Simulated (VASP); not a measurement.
# BeTe (F-43m) in VASP: further runs

BeTe is run at these levels: r2SCAN, r2SCAN+rVV10; tasks: single point.

All numbers are computed with VASP 6.6.1; they aren't measurements. Logs are shortened: lines on timing, memory, paths and dates and some standing lists are left out, and cuts for length are marked.

### Step 1. The cell of the first run

It takes space group F-43m (No. 216, cubic). The conventional cell has a = 5.613 Å, b = 5.613 Å, c = 5.613 Å, α = 90.00°, β = 90.00°, γ = 90.00°. Within 3.2 Å of Te (site symmetry -43m) lie 4 Be at 2.43 Å. Within 3.2 Å of Be (site symmetry -43m) lie 4 Te at 2.43 Å.

### Step 2. Single point, r2SCAN

Input file POSCAR:

```
BeTe
1.0
    0.0000000000      2.8064515486      2.8064515486
    2.8064515486      0.0000000000      2.8064515486
    2.8064515486      2.8064515486      0.0000000000
Te Be
1 1
Direct
    0.7500000000      0.7500000000      0.7500000000
    0.0000000000      0.0000000000      0.0000000000
```

Input file INCAR.step1:

```
SYSTEM = BeTe
PREC = Accurate
ENCUT = 520
ISMEAR = -1
SIGMA = 0.05
LREAL = .False.
LASPH = .True.
NELM = 100
NBANDS = 11
GGA = PE
ALGO = Normal
EDIFF = 1E-4
LWAVE = .True.
LCHARG = .False.
```

Input file INCAR.step2:

```
SYSTEM = BeTe
PREC = Accurate
ENCUT = 520
EDIFF = 1E-6
ISMEAR = -1
SIGMA = 0.05
LREAL = .False.
LASPH = .True.
NELM = 100
ALGO = Normal
ISIF = 2
LWAVE = .False.
LCHARG = .True.
METAGGA = R2SCAN
LMIXTAU = .True.
LELF = .True.
LVHAR = .True.
NBANDS = 11
ISTART = 1
```

Input file KPOINTS:

```
regular mesh
0
Gamma
  8 8 8
  0 0 0
```

Potentials or basis: VASP PAW PBE potentials, release 64 (Te, Be).

Run with:

```console
$ cat potpaw_PBE.64/Te/POTCAR potpaw_PBE.64/Be/POTCAR > POTCAR
$ cp INCAR.step1 INCAR
$ mpirun -np 1 vasp_std > vasp.out
$ cp INCAR.step2 INCAR
$ mpirun -np 1 vasp_std > vasp.out
```

OUTCAR:

```text
SYSTEM = BeTe
   PREC = Accurate
   ENCUT = 520
   EDIFF = 1E-6
   ISMEAR = -1
   LREAL = .False.
   LASPH = .True.
   NELM = 100
   ISIF = 2
   METAGGA = R2SCAN
   ISTART = 1

 ion  position               nearest neighbor table
   1  0.750  0.750  0.750-   2 2.43   2 2.43   2 2.43   2 2.43
   2  0.000  0.000  0.000-   1 2.43   1 2.43   1 2.43   1 2.43

  LATTYP: Found a face centered cubic cell.
 ALAT       =     5.6129030972

  Lattice vectors:

 A1 = (   0.0000000000,   2.8064515486,   2.8064515486)
 A2 = (   2.8064515486,   0.0000000000,   2.8064515486)
 A3 = (   2.8064515486,   2.8064515486,   0.0000000000)

Analysis of symmetry for initial positions (statically):
=====================================================================
 Subroutine PRICEL returns:
 Original cell was already a primitive cell.

 Routine SETGRP: Setting up the symmetry group for a
 face centered cubic supercell.

 Subroutine GETGRP returns: Found 24 space group operations
 (whereof 24 operations were pure point group operations)
 out of a pool of 48 trial point group operations.

The static configuration has the point symmetry T_d .

Analysis of symmetry for dynamics (positions and initial velocities):
=====================================================================
 Subroutine PRICEL returns:
 Original cell was already a primitive cell.

 Routine SETGRP: Setting up the symmetry group for a
 face centered cubic supercell.

 Subroutine GETGRP returns: Found 24 space group operations
 (whereof 24 operations were pure point group operations)
 out of a pool of 48 trial point group operations.

The dynamic configuration has the point symmetry T_d .

 Subroutine INISYM returns: Found 24 space group operations
 (whereof 24 operations are pure point group operations),
 and found     1 'primitive' translations

----------------------------------------------------------------------------------------

                                     Primitive cell

  volume of cell :      44.2082

  direct lattice vectors                    reciprocal lattice vectors
     0.000000000  2.806451549  2.806451549    -0.178160924  0.178160924  0.178160924
     2.806451549  0.000000000  2.806451549     0.178160924 -0.178160924  0.178160924
     2.806451549  2.806451549  0.000000000     0.178160924  0.178160924 -0.178160924

  length of vectors
     3.968921842  3.968921842  3.968921842     0.308583772  0.308583772  0.308583772

  position of ions in fractional coordinates (direct lattice)
     0.750000000  0.750000000  0.750000000
     0.000000000  0.000000000  0.000000000

  ion indices of the primitive-cell ions
   primitive index   ion index
                 1           1
                 2           2

----------------------------------------------------------------------------------------

 KPOINTS: regular mesh

Automatic generation of k-mesh.
 Grid dimensions read from file:
 generate k-points for:    8    8    8

 Generating k-lattice:

  Cartesian coordinates                     Fractional coordinates (reciprocal lattice)
    -0.022270115  0.022270115  0.022270115     0.125000000  0.000000000  0.000000000
     0.022270115 -0.022270115  0.022270115     0.000000000  0.125000000  0.000000000
     0.022270115  0.022270115 -0.022270115     0.000000000  0.000000000  0.125000000

  Length of vectors
     0.038572971  0.038572971  0.038572971

  Shift w.r.t. Gamma in fractional coordinates (k-lattice)
     0.000000000  0.000000000  0.000000000

 Subroutine IBZKPT returns following result:
 ===========================================

 Found     29 irreducible k-points:

 Following reciprocal coordinates:
            Coordinates               Weight
  0.000000  0.000000  0.000000      1.000000
  0.125000  0.000000  0.000000      8.000000
  0.250000  0.000000  0.000000      8.000000
  0.375000  0.000000  0.000000      8.000000
  0.500000  0.000000  0.000000      4.000000
  0.125000  0.125000  0.000000      6.000000
[... 16 lines left out ...]
  0.500000  0.250000  0.125000     48.000000
 -0.375000  0.250000  0.125000     24.000000
 [... further k-points ...]
   k-points           NKPTS =     29   k-points in BZ     NKDIM =     29   number of bands    NBANDS=     11
   number of dos      NEDOS =    301   number of ions     NIONS =      2
   total plane-waves  NPLWV =  27000
   dimension x,y,z NGX =    30 NGY =   30 NGZ =   30
   dimension x,y,z NGXF=    60 NGYF=   60 NGZF=   60
   ions per type =               1   1
   NGX,Y,Z   is equivalent  to a cutoff of  12.57, 12.57, 12.57 a.u.
   NGXF,Y,Z  is equivalent  to a cutoff of  25.13, 25.13, 25.13 a.u.
 SYSTEM =  BeTe
   PREC   = accura    normal or accurate (medium, high low for compatibility)
   ISTART =      1    job   : 0-new  1-cont  2-samecut
   ICHARG =      0    charge: 1-file 2-atom 10-const
   ISPIN  =      1    spin polarized calculation?
   LNONCOLLINEAR =      F non collinear calculations
   LSORBIT =      F    spin-orbit coupling
   LASPH  =      T    aspherical Exc in radial PAW
   ENCUT  =  520.0 eV  38.22 Ry    6.18 a.u.   7.38  7.38  7.38*2*pi/ulx,y,z
   NELM   =    100;   NELMIN=  2; NELMDL=  0     # of ELM steps
   EDIFF  = 0.1E-05   stopping-criterion for ELM
   LREAL  =      F    real-space projection
   EDIFFG = 0.1E-04   stopping-criterion for IOM
   NSW    =      0    number of steps for IOM
   IBRION =     -1    ionic relax: 0-MD 1-quasi-New 2-CG
   NFREE  =      0    steps in history (QN), initial steepest desc. (CG)
   ISIF   =      2    stress and relaxation
   ISYM   =      2    0-nonsym 1-usesym 2-fastsym
   POTIM  = 0.5000    time-step for ionic-motion
   TEBEG  =    0.0;   TEEND  =   0.0 temperature during run
   PSTRESS=    0.0 pullay stress
   NELECT =       8.0000    total number of electrons
   NUPDOWN=      -1.0000    fix difference up-down
   EMIN   =  10.00;   EMAX   =-10.00  energy-range for DOS
   EFERMI =   0.00;   METHOD = LEGACY
   ISMEAR =    -1;   SIGMA  =   0.05  broadening in eV -4-tet -1-fermi 0-gaus
   EFERMI_NEDOS =   21; number of points for ismear=-14 and -15
   IALGO  =     38    algorithm
   IMIX   =      4    mixing-type and parameters
     AMIX     =   0.40;   BMIX     =  1.00
     AMIX_MAG =   1.60;   BMIX_MAG =  1.00
  volume/ion in A,a.u.               =      22.10       149.17
  Fermi-wavevector in a.u.,A,eV,Ry     =   0.925985  1.749858 11.666291  0.857448
  Thomas-Fermi vector in A             =   2.051898
   LORBIT       =      0    0 simple, 1 ext, 2 COOP (PROOUT), +10 PAW based schemes
   METAGGA = R2SCAN    functional components
   LHFCALC =     F    Hartree Fock is set to
   AEXX    =    0.0000 exact exchange contribution
   IVDW    =     0    specifies the selected vdW correction
   LEPSILON=     F    determine dielectric tensor
   LRPA    =     F    only Hartree local field effects (RPA)
 non-spin polarized calculation
  energy-cutoff  :      520.00
  volume of cell :       44.21
 maximum number of plane-waves:      1243
 NGX is ok and might be reduce to    30
   NGX = 15   NGY = 15   NGZ = 15

 number of electron       8.0000000 magnetization

 Free energy of the ion-electron system (eV)
  ---------------------------------------------------
  ext. energy  EPLUGINS =         0.00000000
  ---------------------------------------------------
  free energy    TOTEN  =       -30.67887284 eV

  energy without entropy =      -30.67887284  energy(sigma->0) =      -30.67887284

 E-fermi :   5.9920     XC(G=0):  -9.5218

 val. band max:        5.0541781871   @ k =   0.0000   0.0000   0.0000
 cond. band min:       7.3644922449   @ k =   0.5000   0.5000   0.0000
 fundamental gap:      2.3103140578
 Fermi energy:         5.9920256140

 k-point     1 :       0.0000    0.0000    0.0000
  band No.  band energies     occupation
      1      -7.8054      2.00000
      2       5.0542      2.00000
      3       5.0542      2.00000
      4       5.0542      2.00000
      5       9.0597      0.00000
      6       9.0597      0.00000
      7       9.0597      0.00000
      8       9.6462      0.00000
      9      14.1141      0.00000
     10      15.8201      0.00000
     11      15.8201      0.00000

 k-point     2 :       0.1250    0.0000    0.0000
  band No.  band energies     occupation
      1      -7.6456      2.00000
      2       3.7120      2.00000
      3       4.8097      2.00000
      4       4.8097      2.00000
      5       9.0993      0.00000
      6       9.4225      0.00000
      7       9.4225      0.00000
      8      10.8467      0.00000
      9      14.5738      0.00000
     10      14.9140      0.00000
     11      14.9140      0.00000

 k-point     3 :       0.2500    0.0000    0.0000
  band No.  band energies     occupation
      1      -7.2033      2.00000
      2       1.6003      2.00000
      3       4.3492      2.00000
      4       4.3492      2.00000
      5       8.8815      0.00000
      6       9.9790      0.00000
      7       9.9791      0.00000
      8      12.8322      0.00000
      9      14.6458      0.00000
     10      14.6458      0.00000
     11      14.8812      0.00000

 k-point     4 :       0.3750    0.0000    0.0000
  band No.  band energies     occupation
      1      -6.6356      2.00000
      2      -0.0918      2.00000
      3       3.9923      2.00000
      4       3.9923      2.00000
      5       8.7001      0.00000
      6      10.1032      0.00000
      7      10.1033      0.00000
      8      13.5917      0.00000
      9      15.6873      0.00000
     10      15.7940      0.00000
     11      15.7940      0.00000
[... 239 lines left out ...]
 k-point    22 :       0.3750    0.2500    0.1250
  band No.  band energies     occupation
      1      -6.8358      2.00000
      2       1.3371      2.00000
      3       2.6952      2.00000
      4       3.7727      2.00000
      5       9.0603      0.00000
      6      10.4674      0.00000
      7      10.9047      0.00000
      8      11.9199      0.00000
      9      14.8108      0.00000
     10      16.5239      0.00000
     11      16.9948      0.00000

 k-point    23 :       0.5000    0.2500    0.1250
  band No.  band energies     occupation
      1      -6.3289      2.00000
      2       0.2000      2.00000
      3       2.1340      2.00000
      4       3.2913      2.00000
      5       9.5399      0.00000
      6      10.2160      0.00000
      7      11.5371      0.00000
      8      12.5731      0.00000
      9      15.6854      0.00000
     10      16.1322      0.00000
     11      18.1860      0.00000

 k-point    24 :      -0.3750    0.2500    0.1250
  band No.  band energies     occupation
      1      -6.0704      2.00000
      2      -0.3380      2.00000
      3       2.0215      2.00000
      4       3.0550      2.00000
      5       9.7370      0.00000
      6       9.8672      0.00000
      7      12.3647      0.00000
      8      13.5199      0.00000
      9      14.1375      0.00000
     10      17.4080      0.00000
     11      17.7966      0.00000

 [... further k-points ...]

------------------------ aborting loop because EDIFF is reached ----------------------------------------

  FORCE on cell =-STRESS in cart. coord.  units (eV):
  Direction    XX          YY          ZZ          XY          YZ          ZX
  --------------------------------------------------------------------------------------
  -------------------------------------------------------------------------------------
  Total        0.4563956      0.4563956      0.4563956      0.0000000     -0.0000000      0.0000000
  in kB       16.5405291     16.5405291     16.5405291      0.0000000     -0.0000000      0.0000000
  external PRESSURE =      16.5405291 kB  Pullay stress =       0.0000000 kB

 VOLUME and BASIS-vectors are now :
 -----------------------------------------------------------------------------
  energy-cutoff  :      520.00
  volume of cell :       44.21
      direct lattice vectors                 reciprocal lattice vectors
     0.000000000  2.806451549  2.806451549    -0.178160924  0.178160924  0.178160924
     2.806451549  0.000000000  2.806451549     0.178160924 -0.178160924  0.178160924
     2.806451549  2.806451549  0.000000000     0.178160924  0.178160924 -0.178160924

 POSITION                                       TOTAL-FORCE (eV/Angst)
 -----------------------------------------------------------------------------------
      4.20968      4.20968      4.20968        -0.000000     -0.000000     -0.000000
      0.00000      0.00000      0.00000         0.000000      0.000000      0.000000
 -----------------------------------------------------------------------------------
    total drift:                               -0.000000     -0.000000     -0.000000

  FREE ENERGIE OF THE ION-ELECTRON SYSTEM (eV)
  ---------------------------------------------------
  free  energy   TOTEN  =       -30.6788728419 eV

  energy  without entropy=      -30.6788728418  energy(sigma->0) =      -30.67887284
```

Run time: 41 s. Hardware: 1 thread of Intel Xeon 6975P-C, shared host; peak memory 0.17 GiB.

What came out:

| Item | Value |
| --- | --- |
| Free energy | -30.6789 eV |
| Pressure | 1.7 GPa |
| Band gap on the k mesh | 2.31 eV, indirect (least direct gap 4.01 eV) |

Levels at points of the mesh, in eV from the valence-band top:
```csv
k point,band 1,band 2,band 3,band 4,band 5,band 6,band 7,band 8,band 9
"(0.00, 0.00, 0.00)",-12.86,0.00,0.00,0.00,4.01,4.01,4.01,4.59,9.06
"(0.50, 0.00, 0.00)",-11.39,-5.83,-1.19,-1.19,3.58,5.01,5.01,8.47,11.83
"(0.50, 0.50, 0.00)",-10.84,-5.40,-2.79,-2.79,2.31,2.98,10.64,10.64,12.59
```

Caveat: the PAW data sets were made with another functional, which shifts forces and pressure a little; spin-orbit coupling is left out, which moves the levels of the heavy elements.

### Step 3. Single point, r2SCAN+rVV10

This run uses another cell than the first one, of 22.39 Å³/atom, 1.013 times its volume.

Input file POSCAR:

```
BeTe
1.0
    0.0000000000      2.8183829527      2.8183829527
    2.8183829527      0.0000000000      2.8183829527
    2.8183829527      2.8183829527      0.0000000000
Te Be
1 1
Direct
    0.7500000000      0.7500000000      0.7500000000
    0.0000000000      0.0000000000      0.0000000000
```

Input file INCAR.step1:

```
SYSTEM = BeTe
PREC     = Accurate       ! precision mode
ENCUT    = 520            ! plane-wave cutoff, eV
ISMEAR   = -1             ! smearing method
SIGMA    = 0.05           ! smearing width, eV
LREAL    = .FALSE.        ! projectors in reciprocal space
LASPH    = .TRUE.         ! aspherical terms in the spheres
NELM     = 60             ! most SCF steps
NBANDS   = 11             ! bands
GGA      = PE             ! functional
ALGO     = Normal         ! electronic algorithm
EDIFF    = 1E-4           ! SCF threshold, eV
LWAVE    = .TRUE.         ! write WAVECAR
LCHARG   = .FALSE.        ! write CHGCAR
```

Input file INCAR.step2:

```
SYSTEM = BeTe
PREC     = Accurate       ! precision mode
ENCUT    = 520            ! plane-wave cutoff, eV
EDIFF    = 1E-6           ! SCF threshold, eV
ISMEAR   = -1             ! smearing method
SIGMA    = 0.05           ! smearing width, eV
LREAL    = .FALSE.        ! projectors in reciprocal space
LASPH    = .TRUE.         ! aspherical terms in the spheres
NELM     = 60             ! most SCF steps
ALGO     = Normal         ! electronic algorithm
ISIF     = 2              ! what is computed and relaxed
LWAVE    = .FALSE.        ! write WAVECAR
LCHARG   = .FALSE.        ! write CHGCAR
METAGGA  = R2SCAN         ! meta-GGA
LMIXTAU  = .TRUE.       
LUSE_VDW = .TRUE.       
IVDW_NL  = 2            
BPARAM   = 11.95        
CPARAM   = 0.0093       
NBANDS   = 11             ! bands
ISTART   = 1
```

Input file KPOINTS:

```
Automatic mesh
0
G
  8 8 8
  0 0 0
```

Potentials or basis: VASP PAW PBE potentials, release 64 (Te, Be).

Run with:

```console
$ cat potpaw_PBE.64/Te/POTCAR potpaw_PBE.64/Be/POTCAR > POTCAR
$ cp INCAR.step1 INCAR
$ mpirun -np 1 vasp_std > vasp.out
$ cp INCAR.step2 INCAR
$ mpirun -np 1 vasp_std > vasp.out
```

Run time: 88 s. Hardware: 1 thread of Intel Xeon 6975P-C, shared host; peak memory 0.29 GiB.

It converged, with:

| Item | Value |
| --- | --- |
| Free energy | -30.5046 eV |
| Pressure | 0.3 GPa |
| Band gap on the k mesh | 2.28 eV, indirect (least direct gap 4.00 eV) |

Levels at points of the mesh, in eV from the valence-band top:
```tsv
k point	band 2	band 3	band 4	band 5	band 6	band 7
(0.00, 0.00, 0.00)	0.00	0.00	0.00	4.00	4.00	4.00
(0.50, 0.00, 0.00)	-5.77	-1.17	-1.17	3.52	4.99	4.99
(0.50, 0.50, 0.00)	-5.34	-2.75	-2.75	2.28	2.96	10.55
```

Caveat: the PAW data sets were made with another functional, which shifts forces and pressure a little; spin-orbit coupling is left out, which moves the levels of the heavy elements. r2SCAN opens gaps a little over a GGA but as a rule still falls short of measured ones.

### Step 4. Single point, r2SCAN

This run uses another cell than the first one, of 22.53 Å³/atom, 1.019 times its volume.

Input file POSCAR:

```
BeTe
1.0
    0.0000000000      2.8243275181      2.8243275181
    2.8243275181      0.0000000000      2.8243275181
    2.8243275181      2.8243275181      0.0000000000
Te Be
1 1
Direct
    0.7500000000      0.7500000000      0.7500000000
    0.0000000000      0.0000000000      0.0000000000
```

Input file INCAR.step1:

```
SYSTEM = BeTe
ALGO = Normal
EDIFF = 1E-4
ENCUT = 520
GGA = PE
ISMEAR = -1
LASPH = .TRUE.
LCHARG = .FALSE.
LREAL = .FALSE.
LWAVE = .TRUE.
NBANDS = 11
NELM = 100
PREC = Accurate
SIGMA = 0.05
```

Input file INCAR.step2:

```
SYSTEM = BeTe
ALGO = Normal
EDIFF = 1E-6
ENCUT = 520
ISIF = 2
ISMEAR = -1
ISTART = 1
LASPH = .TRUE.
LCHARG = .TRUE.
LELF = .TRUE.
LMIXTAU = .TRUE.
LREAL = .FALSE.
LVHAR = .TRUE.
LWAVE = .FALSE.
METAGGA = R2SCAN
NBANDS = 11
NELM = 100
PREC = Accurate
SIGMA = 0.05
```

Input file KPOINTS:

```
k-points
0
G
  8 8 8
  0 0 0
```

Run with:

```console
$ cat potpaw_PBE.64/Te/POTCAR potpaw_PBE.64/Be/POTCAR > POTCAR
$ cp INCAR.step1 INCAR
$ mpirun -np 1 vasp_std > vasp.out
$ cp INCAR.step2 INCAR
$ mpirun -np 1 vasp_std > vasp.out
```

It took 55 s on 1 thread of Intel Xeon 6975P-C, shared host; peak memory 0.18 GiB.

It converged, with:

```
Free energy            : -30.6845 eV
Pressure               : 0.4 GPa
Band gap on the k mesh : 2.36 eV, indirect (least direct gap 4.03 eV)
```

Levels at points of the mesh, in eV from the valence-band top:
```
           k point  band 1  band 2  band 3  band 4  band 5  band 6  band 7  band 8
(0.00, 0.00, 0.00)  -12.73    0.00    0.00    0.00    4.03    4.03    4.03    4.44
(0.50, 0.00, 0.00)  -11.31   -5.71   -1.16   -1.16    3.53    5.02    5.02    8.47
(0.50, 0.50, 0.00)  -10.78   -5.29   -2.71   -2.71    2.36    3.00   10.51   10.51
```

Caveat: the PAW data sets were made with another functional, which shifts forces and pressure a little; spin-orbit coupling is left out, which moves the levels of the heavy elements. A k mesh can miss the band edges.

### Step 5. Summary

```csv
level,cell,gap on the mesh (eV),pressure (GPa)
r2SCAN,"a = 3.969 Å, angles 60.0°, 2 atoms",2.31,1.7
r2SCAN+rVV10,"a = 3.986 Å, angles 60.0°, 2 atoms",2.28,0.3
r2SCAN,"a = 3.994 Å, angles 60.0°, 2 atoms",2.36,0.4
```

Alike in all rows: task single point; potentials or basis VASP PAW PBE potentials, release 64 (Te, Be); no spin polarisation; k mesh 8 × 8 × 8; cutoff (eV) 520; smearing fermi-dirac 0.05 eV.

Caveats: the PAW data sets were made with another functional, which shifts forces and pressure a little; spin-orbit coupling is left out, which moves the levels of the heavy elements.

Total energies depend on the potentials used, so only differences within one code and one set of settings carry meaning.
